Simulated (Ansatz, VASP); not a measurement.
# HgTe in VASP and in Ansatz

INCAR

```
SYSTEM = HgTe
PREC = Accurate ; ENCUT = 500
EDIFF = 1E-6 ; ISMEAR = -1
SIGMA = 0.1 ; LREAL = .False.
LASPH = .True. ; NELM = 120
ALGO = Normal ; ISIF = 2
LWAVE = .False. ; LCHARG = .False.
GGA = PS ; NBANDS = 16
GGA_COMPAT = .False.
```

Contents of KPOINTS:

```
Automatic mesh
0
Gamma
  8 8 8
  0 0 0
```

Contents of POSCAR:

```
HgTe
1.0
   -3.0456050000      3.0456050000      1.5594100000
    3.0456050000     -3.0456050000      1.5594100000
    3.0456050000      3.0456050000     -1.5594100000
Hg Te
1 1
Direct
    0.7500000000      0.2500000000      0.5000000000
    0.0000000000      0.0000000000      0.0000000000
```

Input for Ansatz:

```yaml
crystal:
  lattice:
    a: 6.09121
    b: 6.09121
    c: 3.11882
    alpha: 90.0
    beta: 90.0
    gamma: 90.0
  space_group: 119
  setting:
    hermann_mauguin: I-4m2
  atoms:
    - { symbol: Hg, position: [0.0, 0.5, 0.25] }
    - { symbol: Te, position: [0.0, 0.0, 0.0] }
  reduce_to_primitive: true
basis:
  ecutwfc: 420.0
kpoints:
  mp_grid:
    grid: [8, 8, 8]
hamiltonian:
  xc: pbesol
  pseudopotentials:
    kind: paw
scf:
  occupations:
    method: fermi_dirac
    width: 0.1
output:
  stress: true
```

Alike in both runs: task single point; functional PBEsol; k mesh 8 × 8 × 8; occupations fermi-dirac, width 0.1 eV; no spin polarisation.

```csv
,VASP,Ansatz
version,VASP 6.6.1,Ansatz 0.2.0
potentials or method,"VASP PAW PBE potentials, release 64 (Hg, Te), cutoff 500 eV","plane waves, PAW"
valence electrons in the cell,18,36
```

```tsv
	VASP	Ansatz	Ansatz less VASP
pressure (GPa)	-3.6	-3.7	-0.11
traceless stress, the component that is largest in VASP (GPa)	0.62	0.58	-0.038
```

VASP's potentials were made for PBE, not for PBEsol. With one functional, cell and mesh, what is left measures potentials, basis and numerics. VASP's potentials hold 18 valence electrons a cell and Ansatz's 36, so a difference there can come from the potentials and not from the codes.

Spin-orbit coupling is off throughout.
